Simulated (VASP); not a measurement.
Input of a VASP 6.6.1 run:

INCAR

```
SYSTEM = Br
  PREC = Accurate
  ENCUT = 520
  EDIFF = 1E-6
  ISMEAR = 0
  SIGMA = 0.1
  LREAL = .False.
  LASPH = .True.
  NELM = 80
  ALGO = Normal
  ISIF = 2
  LWAVE = .False.
  LCHARG = .False.
  GGA = PS
  NBANDS = 22
```

File KPOINTS:

```
Automatic mesh
0
Gamma
  6 6 2
  0 0 0
```

POSCAR

```
Br
1.0
    4.8093403624      0.0000000000      0.0000000000
   -2.4046701812      4.1650109293      0.0000000000
    0.0000000000      0.0000000000      8.0688792132
Br
4
Direct
    0.0000000000      0.0000000000      0.2500000000
    0.0000000000      0.0000000000      0.7500000000
    0.3333333333      0.6666666667      0.7500000000
    0.6666666667      0.3333333333      0.2500000000
```

Potentials or basis: VASP PAW PBE potentials, release 64 (Br).

Run with:

```console
$ cat potpaw_PBE.64/Br/POTCAR > POTCAR
$ mpirun -np 1 vasp_std > vasp.out
```

Task: Estimate the pressure.

Result: 0.1 GPa.

Task: What does it give for the band gap on the k mesh?

Result: Zero (band 14 reaches -1.26 eV, above the bottom of band 15 at -1.30 eV).

Stress tensor (GPa, compression positive):
```
0.20 0.00 0.00
0.00 0.20 0.00
0.00 0.00 0.02
```

Caveat: the k points lie up to 0.39 Å⁻¹ apart; the PAW data sets were made with another functional, which shifts forces and pressure a little; this functional lacks dispersion, which binds the layers, so the pressure and a relaxed spacing across them are unreliable.
